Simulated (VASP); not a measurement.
# TlCl (Pm-3m) in VASP: a series of runs, part 2 of 2

VASP 6.6.1.

## Step 4: Relaxation of cell and atoms, r2SCAN, target pressure 10 GPa, at which the enthalpy is minimised

The input, POSCAR:

```
TlCl
1.0
    3.8370137808      0.0000000000      0.0000000000
    0.0000000000      3.8370137808      0.0000000000
    0.0000000000      0.0000000000      3.8370137808
Tl Cl
1 1
Direct
    0.0000000000      0.0000000000      0.0000000000
    0.5000000000      0.5000000000      0.5000000000
```

The input, INCAR.step1:

```
SYSTEM = TlCl
  ALGO = Normal
  EDIFF = 1E-5
  EDIFFG = -0.005
  ENCUT = 550
  GGA = PE
  GGA_COMPAT = .False.
  IBRION = 2
  ISIF = 3
  ISMEAR = 0
  LASPH = .True.
  LCHARG = .False.
  LREAL = .False.
  LWAVE = .True.
  NELM = 120
  NELMIN = 4
  NSW = 100
  PREC = Accurate
  SIGMA = 0.01
```

The input, INCAR.step2:

```
SYSTEM = TlCl
  ALGO = Normal
  EDIFF = 1E-7
  EDIFFG = -0.002
  ENCUT = 550
  GGA_COMPAT = .False.
  IBRION = 2
  ISIF = 3
  ISMEAR = 0
  ISTART = 1
  LASPH = .True.
  LCHARG = .False.
  LMIXTAU = .True.
  LREAL = .False.
  LWAVE = .False.
  METAGGA = R2SCAN
  NELM = 120
  NELMIN = 4
  NSW = 100
  PREC = Accurate
  PSTRESS = 100.0
  SIGMA = 0.01
```

The input, KPOINTS:

```
k-points
0
Gamma
  6 6 6
  0 0 0
```

Potentials or basis: VASP PAW PBE potentials, release 64 (Tl_d, Cl).

Run with:

```bash
> cat potpaw_PBE.64/Tl_d/POTCAR potpaw_PBE.64/Cl/POTCAR > POTCAR
> cp INCAR.step1 INCAR
> mpirun -np 1 vasp_std > vasp.out
> cp INCAR.step2 INCAR
> mpirun -np 1 vasp_std > vasp.out
```

OUTCAR:

```text
SYSTEM = TlCl
   EDIFF = 1E-7
   EDIFFG = -0.002
   ENCUT = 550
   IBRION = 2
   ISIF = 3
   ISMEAR = 0
   ISTART = 1
   LASPH = .True.
   LREAL = .False.
   METAGGA = R2SCAN
   NELM = 120
   NELMIN = 4
   NSW = 100
   PREC = Accurate
   PSTRESS = 100.0

 ion  position               nearest neighbor table
   1  0.000  0.000  0.000-   2 3.32   2 3.32   2 3.32   2 3.32   2 3.32   2 3.32   2 3.32   2 3.32

   2  0.500  0.500  0.500-   1 3.32   1 3.32   1 3.32   1 3.32   1 3.32   1 3.32   1 3.32   1 3.32

  LATTYP: Found a simple cubic cell.
 ALAT       =     3.8370137808

  Lattice vectors:

 A1 = (   3.8370137808,   0.0000000000,   0.0000000000)
 A2 = (   0.0000000000,   3.8370137808,   0.0000000000)
 A3 = (   0.0000000000,   0.0000000000,   3.8370137808)

Analysis of symmetry for initial positions (statically):
=====================================================================
 Subroutine PRICEL returns:
 Original cell was already a primitive cell.

 Routine SETGRP: Setting up the symmetry group for a
 simple cubic supercell.

 Subroutine GETGRP returns: Found 48 space group operations
 (whereof 48 operations were pure point group operations)
 out of a pool of 48 trial point group operations.

The static configuration has the point symmetry O_h .

Analysis of symmetry for dynamics (positions and initial velocities):
=====================================================================
 Subroutine PRICEL returns:
 Original cell was already a primitive cell.

 Routine SETGRP: Setting up the symmetry group for a
 simple cubic supercell.

 Subroutine GETGRP returns: Found 48 space group operations
 (whereof 48 operations were pure point group operations)
 out of a pool of 48 trial point group operations.

The dynamic configuration has the point symmetry O_h .

 Subroutine INISYM returns: Found 48 space group operations
 (whereof 48 operations are pure point group operations),
 and found     1 'primitive' translations

----------------------------------------------------------------------------------------

                                     Primitive cell

  volume of cell :      56.4911

  direct lattice vectors                    reciprocal lattice vectors
     3.837013781  0.000000000  0.000000000     0.260619340  0.000000000  0.000000000
     0.000000000  3.837013781  0.000000000     0.000000000  0.260619340  0.000000000
     0.000000000  0.000000000  3.837013781     0.000000000  0.000000000  0.260619340

  length of vectors
     3.837013781  3.837013781  3.837013781     0.260619340  0.260619340  0.260619340

  position of ions in fractional coordinates (direct lattice)
     0.000000000  0.000000000  0.000000000
     0.500000000  0.500000000  0.500000000

  ion indices of the primitive-cell ions
   primitive index   ion index
                 1           1
                 2           2

----------------------------------------------------------------------------------------

 KPOINTS: k-points

Automatic generation of k-mesh.
 Grid dimensions read from file:
 generate k-points for:    6    6    6

 Generating k-lattice:

  Cartesian coordinates                     Fractional coordinates (reciprocal lattice)
     0.043436557  0.000000000  0.000000000     0.166666667  0.000000000  0.000000000
     0.000000000  0.043436557  0.000000000     0.000000000  0.166666667  0.000000000
     0.000000000  0.000000000  0.043436557     0.000000000  0.000000000  0.166666667

  Length of vectors
     0.043436557  0.043436557  0.043436557

  Shift w.r.t. Gamma in fractional coordinates (k-lattice)
     0.000000000  0.000000000  0.000000000

 Subroutine IBZKPT returns following result:
 ===========================================

 Found     20 irreducible k-points:

 Following reciprocal coordinates:
            Coordinates               Weight
  0.000000  0.000000  0.000000      1.000000
  0.166667  0.000000  0.000000      6.000000
  0.333333  0.000000  0.000000      6.000000
  0.500000  0.000000  0.000000      3.000000
  0.166667  0.166667  0.000000     12.000000
  0.333333  0.166667  0.000000     24.000000
[... 12 lines left out ...]
  0.500000  0.500000  0.333333      6.000000
  0.500000  0.500000  0.500000      1.000000
   k-points           NKPTS =     20   k-points in BZ     NKDIM =     20   number of bands    NBANDS=     14
   number of dos      NEDOS =    301   number of ions     NIONS =      2
   total plane-waves  NPLWV =  27000
   dimension x,y,z NGX =    30 NGY =   30 NGZ =   30
   dimension x,y,z NGXF=    60 NGYF=   60 NGZF=   60
   ions per type =               1   1
   NGX,Y,Z   is equivalent  to a cutoff of  13.00, 13.00, 13.00 a.u.
   NGXF,Y,Z  is equivalent  to a cutoff of  26.00, 26.00, 26.00 a.u.
 SYSTEM =  TlCl
   PREC   = accura    normal or accurate (medium, high low for compatibility)
   ISTART =      1    job   : 0-new  1-cont  2-samecut
   ICHARG =      0    charge: 1-file 2-atom 10-const
   ISPIN  =      1    spin polarized calculation?
   LNONCOLLINEAR =      F non collinear calculations
   LSORBIT =      F    spin-orbit coupling
   LASPH  =      T    aspherical Exc in radial PAW
   ENCUT  =  550.0 eV  40.42 Ry    6.36 a.u.   7.34  7.34  7.34*2*pi/ulx,y,z
   NELM   =    120;   NELMIN=  4; NELMDL=  0     # of ELM steps
   EDIFF  = 0.1E-06   stopping-criterion for ELM
   LREAL  =      F    real-space projection
   EDIFFG = -.2E-02   stopping-criterion for IOM
   NSW    =    100    number of steps for IOM
   IBRION =      2    ionic relax: 0-MD 1-quasi-New 2-CG
   NFREE  =      1    steps in history (QN), initial steepest desc. (CG)
   ISIF   =      3    stress and relaxation
   ISYM   =      2    0-nonsym 1-usesym 2-fastsym
   POTIM  = 0.5000    time-step for ionic-motion
   TEBEG  =    0.0;   TEEND  =   0.0 temperature during run
   PSTRESS=  100.0 pullay stress
   NELECT =      20.0000    total number of electrons
   NUPDOWN=      -1.0000    fix difference up-down
   EMIN   =  10.00;   EMAX   =-10.00  energy-range for DOS
   EFERMI =   0.00;   METHOD = LEGACY
   ISMEAR =     0;   SIGMA  =   0.01  broadening in eV -4-tet -1-fermi 0-gaus
   EFERMI_NEDOS =   21; number of points for ismear=-14 and -15
   IALGO  =     38    algorithm
   IMIX   =      4    mixing-type and parameters
     AMIX     =   0.40;   BMIX     =  1.00
     AMIX_MAG =   1.60;   BMIX_MAG =  1.00
  volume/ion in A,a.u.               =      28.25       190.61
  Fermi-wavevector in a.u.,A,eV,Ry     =   1.158132  2.188553 18.249089  1.341270
  Thomas-Fermi vector in A             =   2.294737
   LORBIT       =      0    0 simple, 1 ext, 2 COOP (PROOUT), +10 PAW based schemes
   METAGGA = R2SCAN    functional components
   LHFCALC =     F    Hartree Fock is set to
   AEXX    =    0.0000 exact exchange contribution
   IVDW    =     0    specifies the selected vdW correction
   LEPSILON=     F    determine dielectric tensor
   LRPA    =     F    only Hartree local field effects (RPA)
 conjugate gradient relaxation of ions
 non-spin polarized calculation
 Gauss-broadening in eV      SIGMA  =   0.01
  energy-cutoff  :      550.00
  volume of cell :       56.49
 maximum number of plane-waves:      1675
 NGX is ok and might be reduce to    30
   NGX = 15   NGY = 15   NGZ = 15

--------------------------------------- Ionic step        1  -------------------------------------------

 number of electron      20.0000005 magnetization

 Free energy of the ion-electron system (eV)
  ---------------------------------------------------
  ext. energy  EPLUGINS =         0.00000000
  ---------------------------------------------------
  free energy    TOTEN  =       -61.54948352 eV

  energy without entropy =      -61.54948352  energy(sigma->0) =      -61.54948352

 E-fermi :   2.4953     XC(G=0):  -9.6165

 val. band max:        2.3949756174   @ k =   0.5000   0.0000   0.0000
 cond. band min:       4.9073850874   @ k =   0.5000   0.0000   0.0000
 fundamental gap:      2.5124094700
 Fermi energy:         2.4952650385

 k-point     1 :       0.0000    0.0000    0.0000
  band No.  band energies     occupation
      1     -12.0024      2.00000
      2      -7.8788      2.00000
      3      -7.8788      2.00000
      4      -7.6296      2.00000
      5      -7.6296      2.00000
      6      -7.6296      2.00000
      7      -2.1054      2.00000
      8       0.7992      2.00000
      9       0.7992      2.00000
     10       0.7992      2.00000
     11      10.7326      0.00000
     12      10.7326      0.00000
     13      10.7326      0.00000
     14      10.7703      0.00000
[... 394 lines left out ...]
  enthalpy is  TOTEN    =       -58.3807188604 eV   P V=        2.6992545754

--------------------------------------- Ionic step        3  -------------------------------------------

 number of electron      20.0000008 magnetization

 Free energy of the ion-electron system (eV)
  ---------------------------------------------------
  ext. energy  EPLUGINS =         0.00000000
  ---------------------------------------------------
  free energy    TOTEN  =       -61.27941879 eV

  energy without entropy =      -61.27941879  energy(sigma->0) =      -61.27941879

 E-fermi :   5.2441     XC(G=0): -10.7273

 val. band max:        5.1754574957   @ k =   0.5000   0.0000   0.0000
 cond. band min:       7.0598427617   @ k =   0.5000   0.5000   0.5000
 fundamental gap:      1.8843852659
 Fermi energy:         5.2441260143

 k-point     1 :       0.0000    0.0000    0.0000
  band No.  band energies     occupation
      1     -10.8703      2.00000
      2      -5.8444      2.00000
      3      -5.8444      2.00000
      4      -5.4035      2.00000
      5      -5.4035      2.00000
      6      -5.4035      2.00000
      7       0.0453      2.00000
      8       2.3615      2.00000
      9       2.3615      2.00000
     10       2.3615      2.00000
     11      12.8378      0.00000
     12      12.8378      0.00000
     13      14.3016      0.00000
     14      14.3016      0.00000
[... 350 lines left out ...]
  FREE ENERGIE OF THE ION-ELECTRON SYSTEM (eV)
  ---------------------------------------------------
  free  energy   TOTEN  =       -61.2794187936 eV

  energy  without entropy=      -61.2794187936  energy(sigma->0) =      -61.27941879

  enthalpy is  TOTEN    =       -58.4179855493 eV   P V=        2.8614332443

 reached required accuracy - stopping structural energy minimisation
```

It took 1.9 min on 1 thread of Intel Xeon 6975P-C (Granite Rapids), shared host; peak memory 0.19 GiB.

Results:

- Free energy: -61.2794 eV
- Relaxed volume: 22.92 Å³/atom
- Relaxed cell: a = 3.579 Å, b = 3.579 Å, c = 3.579 Å, α = 90.00°, β = 90.00°, γ = 90.00°
- Space group after relaxing (to 0.05 Å): Pm-3m (No. 221)
- Energy change on relaxing (the enthalpy is what falls): +135.0 meV/atom
- Ionic steps: 3
- Pressure after relaxing: 10.0 GPa
- Band gap on the k mesh: 1.88 eV, indirect (least direct gap 1.90 eV)

The path:
| step | energy change (eV) | largest force (eV/Å) | pressure (GPa) | volume (Å³) |
| --- | --- | --- | --- | --- |
| 1 | 0.0000 | 0.0000 | -0.02 | 56.49 |
| 2 | 0.4695 | 0.0000 | 14.81 | 43.25 |
| 3 | 0.2701 | 0.0000 | 10.01 | 45.85 |

Final structure:
```cif
data_structure
_symmetry_space_group_name_H-M 'P 1'
_symmetry_Int_Tables_number 1
_cell_length_a 3.5790
_cell_length_b 3.5790
_cell_length_c 3.5790
_cell_angle_alpha 90.000
_cell_angle_beta 90.000
_cell_angle_gamma 90.000
_cell_volume 45.85
loop_
_atom_site_label
_atom_site_type_symbol
_atom_site_fract_x
_atom_site_fract_y
_atom_site_fract_z
_atom_site_occupancy
Tl1 Tl 0.00000 0.00000 0.00000 1
Cl1 Cl 0.50000 0.50000 0.50000 1
```

Caveat: the cell is relaxed towards a set pressure, so the enthalpy falls and the energy may rise; the volume moved by over 15 % at a fixed basis, so the end points are rough; the PAW data sets were made with another functional, which shifts forces and pressure a little; spin-orbit coupling is left out, which moves the levels of the heavy elements.

## Step 5: Relaxation of cell and atoms, r2SCAN, target pressure 15 GPa, at which the enthalpy is minimised

POSCAR is that of step 4.

The input, INCAR.step1:

```
ALGO     = Normal         # electronic algorithm
EDIFF    = 1E-5           # SCF threshold, eV
EDIFFG   = -0.005         # ionic threshold
ENCUT    = 550            # plane-wave cutoff, eV
GGA      = PE             # functional
GGA_COMPAT= False        
IBRION   = 2              # ionic algorithm
ISIF     = 3              # what is computed and relaxed
ISMEAR   = 0              # smearing method
LASPH    = True           # aspherical terms in the spheres
LCHARG   = False          # write CHGCAR
LREAL    = False          # projectors in reciprocal space
LWAVE    = True           # write WAVECAR
NELM     = 120            # most SCF steps
NELMIN   = 4            
NSW      = 100            # ionic steps
PREC     = Accurate       # precision mode
SIGMA    = 0.01           # smearing width, eV
```

The input, INCAR.step2:

```
ALGO     = Normal         # electronic algorithm
EDIFF    = 1E-7           # SCF threshold, eV
EDIFFG   = -0.002         # ionic threshold
ENCUT    = 550            # plane-wave cutoff, eV
GGA_COMPAT= False        
IBRION   = 2              # ionic algorithm
ISIF     = 3              # what is computed and relaxed
ISMEAR   = 0              # smearing method
ISTART   = 1            
LASPH    = True           # aspherical terms in the spheres
LCHARG   = False          # write CHGCAR
LMIXTAU  = True         
LREAL    = False          # projectors in reciprocal space
LWAVE    = False          # write WAVECAR
METAGGA  = R2SCAN         # meta-GGA
NELM     = 120            # most SCF steps
NELMIN   = 4            
NSW      = 100            # ionic steps
PREC     = Accurate       # precision mode
PSTRESS  = 150.0        
SIGMA    = 0.01           # smearing width, eV
```

The input, KPOINTS:

```
k-points
0
Gamma
  6 6 6
```

Run with:

```bash
> cat potpaw_PBE.64/Tl_d/POTCAR potpaw_PBE.64/Cl/POTCAR > POTCAR
> cp INCAR.step1 INCAR
> mpirun -np 1 vasp_std > vasp.out
> cp INCAR.step2 INCAR
> mpirun -np 1 vasp_std > vasp.out
```

It took 4 min on 1 thread of Intel Xeon 6975P-C (Granite Rapids), shared host; peak memory 0.18 GiB.

Results (log left out):

```yaml
Free_energy: -61.0715 eV
Relaxed_volume: 21.58 Å³/atom
Relaxed_cell: a = 3.508 Å, b = 3.508 Å, c = 3.508 Å, α = 90.00°, β = 90.00°, γ = 90.00°
Space_group_after_relaxing_to_0.05_Å: Pm-3m (No. 221)
Energy_change_on_relaxing_the_enthalpy_is_what_falls: +239.0 meV/atom
Ionic_steps: 6
Pressure_after_relaxing: 15.0 GPa
Band_gap_on_the_k_mesh: 1.49 eV, indirect (least direct gap 1.69 eV)
```

Step by step:
```csv
step,energy change (eV),largest force (eV/Å),pressure (GPa),volume (Å³)
1,0.0000,0.0000,-0.02,56.49
2,1.2794,0.0000,32.26,37.49
3,0.4645,0.0000,14.70,43.30
4,0.4870,0.0000,15.21,43.06
5,0.4715,0.0000,14.86,43.22
6,0.4780,0.0000,15.00,43.16
```

Final structure:
```xyz
2
Lattice="3.5076 0.0000 0.0000 0.0000 3.5076 0.0000 0.0000 0.0000 3.5076" Properties=species:S:1:pos:R:3 pbc="T T T"
Tl    0.0000    3.5076    0.0000
Cl    1.7538    1.7538    1.7538
```

Levels at points of the mesh, in eV from the valence-band top:
```tsv
k point	band 6	band 7	band 8	band 9	band 10	band 11	band 12	band 13	band 14
(0.00, 0.00, 0.00)	-10.82	-5.34	-3.24	-3.24	-3.24	7.39	7.39	9.36	9.36
(0.50, 0.00, 0.00)	-10.80	-7.69	-2.45	-2.45	0.00	1.69	6.70	6.70	7.89
(0.50, 0.50, 0.00)	-10.66	-5.43	-5.43	-4.12	-2.49	5.42	5.42	8.70	10.06
(0.50, 0.50, 0.50)	-10.65	-3.75	-3.75	-3.75	-2.03	1.49	1.49	1.49	15.38
```

Caveat: the cell is relaxed towards a set pressure, so the enthalpy falls and the energy may rise; the volume moved by over 15 % at a fixed basis, so the end points are rough; the PAW data sets were made with another functional, which shifts forces and pressure a little; spin-orbit coupling is left out, which moves the levels of the heavy elements.

## Step 6: Summary

| cell | gap on the mesh (eV) | pressure (GPa) |
| --- | --- | --- |
| relaxed to 4 GPa | 2.22 | 4.0 |
| relaxed to 7 GPa | 2.05 | 7.0 |
| relaxed to 10 GPa | 1.88 | 10.0 |
| relaxed to 15 GPa | 1.49 | 15.0 |

Alike in all rows: task relaxation of cell and atoms; level r2SCAN; potentials or basis VASP PAW PBE potentials, release 64 (Tl_d, Cl); no spin polarisation; k mesh 6 × 6 × 6; cutoff (eV) 550; smearing gaussian 0.01 eV.

Caveats: the cell is relaxed towards a set pressure, so the enthalpy falls and the energy may rise; the PAW data sets were made with another functional, which shifts forces and pressure a little; spin-orbit coupling is left out, which moves the levels of the heavy elements; the volume moved by over 15 % at a fixed basis, so the end points are rough (some runs).

Total energies depend on the potentials used, so only differences within one code and one set of settings carry meaning.
